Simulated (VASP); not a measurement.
# RuPt2 (P6_3/mmc) in VASP: further runs

The runs below take RuPt2 through single point, with PBE.

All numbers are computed with VASP 6.6.1; they aren't measurements. Logs are shortened: lines on timing, memory, paths and dates and some standing lists are left out, and cuts for length are marked.

## Step 1: The cell of the first run

The structure is hexagonal, space group P6_3/mmc (No. 194). The conventional cell has a = 2.719 Å, b = 2.719 Å, c = 13.247 Å, α = 90.00°, β = 90.00°, γ = 120.00°. Ru (site symmetry -6m2) has 6 Pt at 2.67 Å and 6 Ru at 2.72 Å within 3.5 Å. Within 3.5 Å of Pt (site symmetry 3m) lie 3 Ru at 2.67 Å and 9 Pt at 2.72 to 2.79 Å.

## Step 2: Single point, PBE (14.14 Å³/atom)

The input, INCAR:

```
PREC = Accurate
ENCUT = 520
EDIFF = 1E-6
ISMEAR = 0
SIGMA = 0.1
LREAL = False
LASPH = True
NELM = 80
ALGO = Fast
ISIF = 2
LWAVE = False
LCHARG = False
GGA = PE
NBANDS = 43
```

The input, KPOINTS:

```
regular mesh
0
Gamma
  18 18 4
```

The input, POSCAR:

```
RuPt2
1.0
    2.7189786105      0.0000000000      0.0000000000
   -1.3594893052      2.3547045490      0.0000000000
    0.0000000000      0.0000000000     13.2469498406
Ru Pt
2 4
Direct
    0.0000000000      0.0000000000      0.2500000000
    0.0000000000      0.0000000000      0.7500000000
    0.3333333333      0.6666666667      0.0872185913
    0.6666666667      0.3333333333      0.5872185913
    0.3333333333      0.6666666667      0.4127814087
    0.6666666667      0.3333333333      0.9127814087
```

Potentials or basis: VASP PAW PBE potentials, release 64 (Ru_pv, Pt).

Launch:

```
cat potpaw_PBE.64/Ru_pv/POTCAR potpaw_PBE.64/Pt/POTCAR > POTCAR
mpirun -np 1 vasp_std > vasp.out
```

OUTCAR:

```text
PREC = Accurate
   ENCUT = 520
   EDIFF = 1E-6
   ISMEAR = 0
   LREAL = False
   LASPH = True
   NELM = 80
   ISIF = 2
   GGA = PE

 ion  position               nearest neighbor table
   1  0.000  0.000  0.250-   3 2.67   5 2.67   3 2.67   5 2.67   3 2.67   5 2.67
   2  0.000  0.000  0.750-   4 2.67   6 2.67   4 2.67   6 2.67   4 2.67   6 2.67
   3  0.333  0.667  0.087-   1 2.67   1 2.67   1 2.67   6 2.79   6 2.79   6 2.79
   4  0.667  0.333  0.587-   2 2.67   2 2.67   2 2.67   5 2.79   5 2.79   5 2.79
   5  0.333  0.667  0.413-   1 2.67   1 2.67   1 2.67   4 2.79   4 2.79   4 2.79
   6  0.667  0.333  0.913-   2 2.67   2 2.67   2 2.67   3 2.79   3 2.79   3 2.79

  LATTYP: Found a hexagonal cell.
 ALAT       =     2.7189786105
 C/A-ratio  =     4.8720316480

  Lattice vectors:

 A1 = (   2.7189786105,   0.0000000000,   0.0000000000)
 A2 = (  -1.3594893052,   2.3547045490,   0.0000000000)
 A3 = (   0.0000000000,   0.0000000000,  13.2469498406)

Analysis of symmetry for initial positions (statically):
=====================================================================
 Subroutine PRICEL returns:
 Original cell was already a primitive cell.

 Routine SETGRP: Setting up the symmetry group for a
 hexagonal supercell.

 Subroutine GETGRP returns: Found 24 space group operations
 (whereof 12 operations were pure point group operations)
 out of a pool of 24 trial point group operations.

The static configuration has the point symmetry D_3d.
 The point group associated with its full space group is D_6h.

Analysis of symmetry for dynamics (positions and initial velocities):
=====================================================================
 Subroutine PRICEL returns:
 Original cell was already a primitive cell.

 Routine SETGRP: Setting up the symmetry group for a
 hexagonal supercell.

 Subroutine GETGRP returns: Found 24 space group operations
 (whereof 12 operations were pure point group operations)
 out of a pool of 24 trial point group operations.

The dynamic configuration has the point symmetry D_3d.
 The point group associated with its full space group is D_6h.

 Subroutine INISYM returns: Found 24 space group operations
 (whereof 12 operations are pure point group operations),
 and found     1 'primitive' translations

----------------------------------------------------------------------------------------

                                     Primitive cell

  volume of cell :      84.8122

  direct lattice vectors                    reciprocal lattice vectors
     2.718978610  0.000000000  0.000000000     0.367785166  0.212340865  0.000000000
    -1.359489305  2.354704549  0.000000000     0.000000000  0.424681729  0.000000000
     0.000000000  0.000000000 13.246949841     0.000000000  0.000000000  0.075489076

  length of vectors
     2.718978610  2.718978610 13.246949841     0.424681729  0.424681729  0.075489076

  position of ions in fractional coordinates (direct lattice)
     0.000000000  0.000000000  0.250000000
     0.000000000  0.000000000  0.750000000
     0.333333333  0.666666667  0.087218591
     0.666666667  0.333333333  0.587218591
     0.333333333  0.666666667  0.412781409
     0.666666667  0.333333333  0.912781409

  ion indices of the primitive-cell ions
   primitive index   ion index
                 1           1
                 2           2
                 3           3
                 4           4
                 5           5
                 6           6

----------------------------------------------------------------------------------------

 KPOINTS: regular mesh

Automatic generation of k-mesh.
 Grid dimensions read from file:
 generate k-points for:   18   18    4

 Generating k-lattice:

  Cartesian coordinates                     Fractional coordinates (reciprocal lattice)
     0.020432509  0.011796715  0.000000000     0.055555556 -0.000000000  0.000000000
     0.000000000  0.023593429  0.000000000     0.000000000  0.055555556  0.000000000
     0.000000000  0.000000000  0.018872269     0.000000000  0.000000000  0.250000000

  Length of vectors
     0.023593429  0.023593429  0.018872269

  Shift w.r.t. Gamma in fractional coordinates (k-lattice)
     0.000000000  0.000000000  0.000000000

 Subroutine IBZKPT returns following result:
 ===========================================

 Found    111 irreducible k-points:

 Following reciprocal coordinates:
            Coordinates               Weight
  0.000000  0.000000  0.000000      1.000000
  0.055556  0.000000  0.000000      6.000000
  0.111111  0.000000  0.000000      6.000000
  0.166667  0.000000  0.000000      6.000000
  0.222222  0.000000  0.000000      6.000000
  0.277778  0.000000  0.000000      6.000000
[... 16 lines left out ...]
  0.333333  0.111111  0.000000     12.000000
  0.388889  0.111111  0.000000     12.000000
 [... further k-points ...]
   k-points           NKPTS =    111   k-points in BZ     NKDIM =    111   number of bands    NBANDS=     43
   number of dos      NEDOS =    301   number of ions     NIONS =      6
   total plane-waves  NPLWV =  40000
   dimension x,y,z NGX =    20 NGY =   20 NGZ =  100
   dimension x,y,z NGXF=    40 NGYF=   40 NGZF=  200
   ions per type =               2   4
   NGX,Y,Z   is equivalent  to a cutoff of  12.23, 12.23, 12.55 a.u.
   NGXF,Y,Z  is equivalent  to a cutoff of  24.46, 24.46, 25.10 a.u.
 SYSTEM =  unknown system
   PREC   = accura    normal or accurate (medium, high low for compatibility)
   ISTART =      0    job   : 0-new  1-cont  2-samecut
   ICHARG =      2    charge: 1-file 2-atom 10-const
   ISPIN  =      1    spin polarized calculation?
   LNONCOLLINEAR =      F non collinear calculations
   LSORBIT =      F    spin-orbit coupling
   LASPH  =      T    aspherical Exc in radial PAW
   ENCUT  =  520.0 eV  38.22 Ry    6.18 a.u.   5.06  5.06 24.63*2*pi/ulx,y,z
   NELM   =     80;   NELMIN=  2; NELMDL= -5     # of ELM steps
   EDIFF  = 0.1E-05   stopping-criterion for ELM
   LREAL  =      F    real-space projection
   EDIFFG = 0.1E-04   stopping-criterion for IOM
   NSW    =      0    number of steps for IOM
   IBRION =     -1    ionic relax: 0-MD 1-quasi-New 2-CG
   NFREE  =      0    steps in history (QN), initial steepest desc. (CG)
   ISIF   =      2    stress and relaxation
   ISYM   =      2    0-nonsym 1-usesym 2-fastsym
   POTIM  = 0.5000    time-step for ionic-motion
   TEBEG  =    0.0;   TEEND  =   0.0 temperature during run
   PSTRESS=    0.0 pullay stress
   NELECT =      68.0000    total number of electrons
   NUPDOWN=      -1.0000    fix difference up-down
   EMIN   =  10.00;   EMAX   =-10.00  energy-range for DOS
   EFERMI =   0.00;   METHOD = LEGACY
   ISMEAR =     0;   SIGMA  =   0.10  broadening in eV -4-tet -1-fermi 0-gaus
   EFERMI_NEDOS =   21; number of points for ismear=-14 and -15
   IALGO  =     68    algorithm
   IMIX   =      4    mixing-type and parameters
     AMIX     =   0.40;   BMIX     =  1.00
     AMIX_MAG =   1.60;   BMIX_MAG =  1.00
  volume/ion in A,a.u.               =      14.14        95.39
  Fermi-wavevector in a.u.,A,eV,Ry     =   1.520869  2.874025 31.470848  2.313042
  Thomas-Fermi vector in A             =   2.629661
   LORBIT       =      0    0 simple, 1 ext, 2 COOP (PROOUT), +10 PAW based schemes
   GGA     = PE    functional components
   LHFCALC =     F    Hartree Fock is set to
   AEXX    =    0.0000 exact exchange contribution
   IVDW    =     0    specifies the selected vdW correction
   LEPSILON=     F    determine dielectric tensor
   LRPA    =     F    only Hartree local field effects (RPA)
 non-spin polarized calculation
 RMM-DIIS sequential band-by-band and
 Gauss-broadening in eV      SIGMA  =   0.10
  energy-cutoff  :      520.00
  volume of cell :       84.81
 maximum number of plane-waves:      2311
   NGX = 11   NGY = 11   NGZ = 49

 number of electron      67.9999986 magnetization

 Free energy of the ion-electron system (eV)
  ---------------------------------------------------
  ext. energy  EPLUGINS =         0.00000000
  ---------------------------------------------------
  free energy    TOTEN  =       -42.33670033 eV

  energy without entropy =      -42.30276692  energy(sigma->0) =      -42.31973363

 E-fermi :  12.5809     XC(G=0): -13.8779

 val. band max:       12.5715918143   @ k =   0.3333   0.1667   0.0000
 cond. band min:      12.5823115653   @ k =   0.1667   0.1667   0.5000
 fundamental gap:      0.0107197510
 Fermi energy:        12.5808708860

 k-point     1 :       0.0000    0.0000    0.0000
  band No.  band energies     occupation
      1     -30.7312      2.00000
      2     -30.7309      2.00000
      3     -30.1839      2.00000
      4     -30.1839      2.00000
      5     -30.1839      2.00000
      6     -30.1839      2.00000
[... 35 lines left out ...]
     42      13.1181      0.00000
     43      19.7447      0.00000

 k-point     2 :       0.0556    0.0000    0.0000
  band No.  band energies     occupation
      1     -30.7281      2.00000
      2     -30.7279      2.00000
      3     -30.2058      2.00000
      4     -30.2058      2.00000
      5     -30.1890      2.00000
      6     -30.1890      2.00000
[... 35 lines left out ...]
     42      13.9050      0.00000
     43      19.7259      0.00000

 k-point     3 :       0.1111    0.0000    0.0000
  band No.  band energies     occupation
      1     -30.7192      2.00000
      2     -30.7191      2.00000
      3     -30.2687      2.00000
      4     -30.2687      2.00000
      5     -30.2038      2.00000
      6     -30.2038      2.00000
[... 35 lines left out ...]
     42      15.0999      0.00000
     43      19.6706      0.00000

 k-point     4 :       0.1667    0.0000    0.0000
  band No.  band energies     occupation
      1     -30.7057      2.00000
      2     -30.7056      2.00000
      3     -30.3642      2.00000
      4     -30.3642      2.00000
      5     -30.2263      2.00000
      6     -30.2263      2.00000
[... 863 lines left out ...]
     42      19.8195      0.00000
     43      20.2332      0.00000

 k-point    23 :       0.3333    0.1111    0.0000
  band No.  band energies     occupation
      1     -30.7907      2.00000
      2     -30.7906      2.00000
      3     -30.6373      2.00000
      4     -30.6373      2.00000
      5     -30.3803      2.00000
      6     -30.3803      2.00000
[... 35 lines left out ...]
     42      19.8829      0.00000
     43      20.2262      0.00000

 k-point    24 :       0.3889    0.1111    0.0000
  band No.  band energies     occupation
      1     -30.8417      2.00000
      2     -30.8417      2.00000
      3     -30.6290      2.00000
      4     -30.6289      2.00000
      5     -30.3986      2.00000
      6     -30.3986      2.00000
[... 35 lines left out ...]
     42      18.3025      0.00000
     43      19.0267      0.00000

 [... further k-points ...]
[... 5 lines left out ...]
  --------------------------------------------------------------------------------------
  -------------------------------------------------------------------------------------
  Total        9.9273039      9.9273039      9.9815949      0.0000000      0.0000000      0.0000000
  in kB      187.5356300    187.5356300    188.5612355      0.0000000      0.0000000      0.0000000
  external PRESSURE =     187.8774985 kB  Pullay stress =       0.0000000 kB

 VOLUME and BASIS-vectors are now :
 -----------------------------------------------------------------------------
  energy-cutoff  :      520.00
  volume of cell :       84.81
      direct lattice vectors                 reciprocal lattice vectors
     2.718978610  0.000000000  0.000000000     0.367785166  0.212340865  0.000000000
    -1.359489305  2.354704549  0.000000000     0.000000000  0.424681729  0.000000000
     0.000000000  0.000000000 13.246949841     0.000000000  0.000000000  0.075489076

 POSITION                                       TOTAL-FORCE (eV/Angst)
 -----------------------------------------------------------------------------------
      0.00000      0.00000      3.31174        -0.000000      0.000000      0.000000
      0.00000      0.00000      9.93521        -0.000000      0.000000      0.000000
     -0.00000      1.56980      1.15538         0.000000     -0.000000     -0.004697
      1.35949      0.78490      7.77886        -0.000000     -0.000000     -0.004697
     -0.00000      1.56980      5.46809         0.000000     -0.000000      0.004697
      1.35949      0.78490     12.09157        -0.000000      0.000000      0.004697
 -----------------------------------------------------------------------------------
    total drift:                                0.000000      0.000000      0.000000

  FREE ENERGIE OF THE ION-ELECTRON SYSTEM (eV)
  ---------------------------------------------------
  free  energy   TOTEN  =       -42.3367003335 eV

  energy  without entropy=      -42.3027669231  energy(sigma->0) =      -42.31973363
```

Run time: 4.5 min. Hardware: 1 thread of AMD EPYC 9R45 (Zen 5), shared host; peak memory 0.4 GiB.

Results:

```
Free energy            : -42.3367 eV
Pressure               : 18.8 GPa
Largest force          : 0.005 eV/Å
Band gap on the k mesh : zero (bands 34 and 35 overlap by 1.99 eV)
```

Forces on the atoms (eV/Å):
```
Ru   0.000  0.000  0.000
Ru   0.000  0.000  0.000
Pt   0.000  0.000 -0.005
Pt   0.000  0.000 -0.005
Pt   0.000  0.000  0.005
Pt   0.000  0.000  0.005
```

Levels at points of the mesh, in eV from the Fermi level:
```tsv
k point	band 32	band 33	band 34	band 35	band 36	band 37
(0.00, 0.00, 0.00)	-1.85	-1.85	-1.23	-1.23	-0.69	-0.69
(0.50, 0.00, 0.00)	0.04	0.08	0.76	1.47	1.49	1.78
(0.00, 0.00, 0.50)	-2.00	-1.32	-1.32	-0.99	-0.99	-0.99
(0.50, 0.00, 0.50)	0.29	0.39	0.39	0.99	0.99	1.48
```

Caveat: the cell stands under pressure; spin-orbit coupling is left out, which moves the levels of the heavy elements.

[end of part 1 of 2]
